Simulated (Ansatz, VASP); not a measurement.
MgO: VASP beside Ansatz

The input INCAR:

```
SYSTEM = MgO
ALGO = Normal
EDIFF = 1E-6
ENCUT = 520
GGA = PS
ISIF = 2
ISMEAR = 0
LASPH = .TRUE.
LCHARG = .FALSE.
LREAL = .FALSE.
LWAVE = .FALSE.
NBANDS = 11
NELM = 100
PREC = Accurate
SIGMA = 0.05
```

The input KPOINTS:

```
k-points
0
G
  10 10 10
  0 0 0
```

The input POSCAR:

```
MgO
1.0
    0.0000000000      2.1351500000      2.1351500000
    2.1351500000      0.0000000000      2.1351500000
    2.1351500000      2.1351500000      0.0000000000
Mg O
1 1
Direct
   -0.0087815844     -0.0087815844      0.0087815844
    0.5000000000      0.5000000000      0.5000000000
```

Input for Ansatz:

```yaml
crystal:
  lattice:
    - [0.0, 2.13515, 2.13515]
    - [2.13515, 0.0, 2.13515]
    - [2.13515, 2.13515, 0.0]
  atoms:
    - { symbol: Mg, position: [-0.0087815844, -0.0087815844, 0.0087815844] }
    - { symbol: O, position: [0.5, 0.5, 0.5] }
basis:
  ecutwfc: 420
kpoints:
  mp_grid: { grid: [10, 10, 10] }
hamiltonian:
  xc: pbesol
scf:
  occupations: { method: gaussian, width: 0.05 }
output:
  forces: true
  stress: true
  eigenvalues: true
```

Change from the starting cell: all Mg atoms moved +0.037 Å, as atom 1 towards its neighbour atom 2 (O) at 2.135 Å.

Alike in both runs: task single point; functional PBEsol; k mesh 10 × 10 × 10; occupations gaussian, width 0.05 eV; no spin polarisation.

|  | VASP | Ansatz |
| --- | --- | --- |
| version | VASP 6.6.1 | Ansatz 0.2.0 |
| potentials or method | VASP PAW PBE potentials, release 64 (Mg, O), cutoff 520 eV | scalar-relativistic, plane waves, PAW |
| valence electrons in the cell | 8 | 16 |

Ansatz gave:

| Quantity | Value |
| --- | --- |
| gap on the k mesh at the Fermi level (eV) | 4.25 |
| least direct gap on the mesh (eV) | 4.25 |
| pressure (GPa) | -5.6 |
| traceless stress, the component that is largest in VASP (GPa) | 0.28 |
| rms of the force components (eV/Å) | 0.096 |

Problem. What did VASP give for the same quantities?

Solution. gap on the k mesh at the Fermi level (eV): 4.25; least direct gap on the mesh (eV): 4.25; pressure (GPa): -6.2; traceless stress, the component that is largest in VASP (GPa): 0.28; rms of the force components (eV/Å): 0.096.

VASP's potentials were made for PBE, not for PBEsol. Atom by atom the forces differ by 0.001 eV/Å (rms over components). The functional is the same, so the differences come from potentials, cutoffs and numerics. VASP's potentials hold 8 valence electrons a cell and Ansatz's 16, so a difference there can come from the potentials and not from the codes.
